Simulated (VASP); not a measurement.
A run of VASP 6.6.1 is set up as follows.

The input INCAR:

```
SYSTEM = SnO3
PREC = Accurate ; ENCUT = 520
EDIFF = 1E-7 ; ISMEAR = -1
SIGMA = 0.06122561905347299 ; LREAL = .False.
LASPH = .True. ; NELM = 100
ALGO = Normal ; ISIF = 2
LWAVE = .False. ; LCHARG = .True.
GGA = PE ; LELF = .True.
LVHAR = .True. ; NBANDS = 24
```

The input KPOINTS:

```
regular mesh
0
Gamma
  27 27 27
  0 0 0
```

File POSCAR:

```
SnO3
1.0
    4.1018712723      0.0000000000      0.0000000000
    0.0000000000      4.1018712723      0.0000000000
    0.0000000000      0.0000000000      4.1018712723
Sn O
1 3
Direct
    0.0000000000      0.0000000000      0.0000000000
    0.5000000000      0.0000000000      0.0000000000
    0.0000000000      0.5000000000      0.0000000000
    0.0000000000      0.0000000000      0.5000000000
```

Potentials or basis: VASP PAW PBE potentials, release 64 (Sn_d, O).

Run with:

```sh
$ cat potpaw_PBE.64/Sn_d/POTCAR potpaw_PBE.64/O/POTCAR > POTCAR
$ mpirun -np 1 vasp_std > vasp.out
```

**Question.** Predict the band gap on the k mesh.

**Answer.** Zero (bands 16 and 17 overlap by 0.82 eV).

**Question.** Estimate the pressure.

**Answer.** -1.8 GPa.

Caveat: spin-orbit coupling is left out, which moves the levels of the heavy elements.
